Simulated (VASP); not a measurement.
Write the native input for VASP 6.6.1 that does the following.

```yaml
Task: single point
Functional: PBEsol
Potentials_or_basis: VASP PAW PBE potentials, release 64 (Ba_sv, S)
Cutoff: 520 eV
k_mesh: 2 × 2 × 2
Occupations: fermi-dirac, width 0.19 eV
Spin: no spin polarisation
Dipole_correction: no
Further_INCAR_settings: LREAL = Auto; ALGO = Normal; EDIFF = 1e-06; NBANDS = 78
```

The structure of BaS lies in POSCAR:

```
BaS
1.0
    0.0000000000      6.4161760000      6.4161760000
    6.4161760000      0.0000000000      6.4161760000
    6.4161760000      6.4161760000      0.0000000000
Ba S
8 8
Direct
   -0.0004363191      0.0010142334     -0.0055170712
   -0.0021533854     -0.0035456478      0.4980272517
   -0.0054663401      0.5027740823     -0.0036100942
   -0.0018484530      0.5130591804      0.4975089524
    0.4924131601     -0.0060304611      0.0040113457
    0.5025947698     -0.0023201514      0.4967643500
    0.5054494297      0.4886691855      0.0151450802
    0.4949909416      0.4875129672      0.5044975387
    0.2422428094      0.2619501865      0.2417286402
    0.2656011930      0.2411065407      0.7567069544
    0.2676150872      0.7522431585      0.2344140030
    0.2662072393      0.7365090203      0.7650630999
    0.7396881725      0.2563077291      0.2402406823
    0.7468935547      0.2802442608      0.7554173233
    0.7487616456      0.7428631166      0.2358079797
    0.7458530595      0.7609997762      0.7563647724
```

These files were run (other wordings do the same):

INCAR

```
PREC     = Accurate       # precision mode
ENCUT    = 520            # plane-wave cutoff, eV
EDIFF    = 1E-6           # SCF threshold, eV
ISMEAR   = -1             # smearing method
SIGMA    = 0.19           # smearing width, eV
LREAL    = Auto         
LASPH    = True           # aspherical terms in the spheres
NELM     = 100            # most SCF steps
ALGO     = Normal         # electronic algorithm
ISIF     = 2              # what is computed and relaxed
LWAVE    = False          # write WAVECAR
LCHARG   = False          # write CHGCAR
GGA      = PS             # functional
NBANDS   = 78             # bands
```

KPOINTS

```
regular mesh
0
Gamma
  2 2 2
```

Potentials or basis: VASP PAW PBE potentials, release 64 (Ba_sv, S).

Launch:

```console
$ cat potpaw_PBE.64/Ba_sv/POTCAR potpaw_PBE.64/S/POTCAR > POTCAR
$ mpirun -np 1 vasp_std > vasp.out
```

Results of the run:

| Property | Result |
| --- | --- |
| Pressure | -0.7 GPa |
| Largest force | 0.978 eV/Å |
| Band gap on the k mesh | 1.94 eV |

Caveat: the k points lie up to 0.42 Å⁻¹ apart; the atoms stand as in a frame of molecular dynamics; the PAW data sets were made with another functional, which shifts forces and pressure a little; spin-orbit coupling is left out, which moves the levels of the heavy elements.

Wall time 28 min on 1 thread of Oxide Virtual Turin-like Processor, on a shared host, peak memory 0.74 GiB.
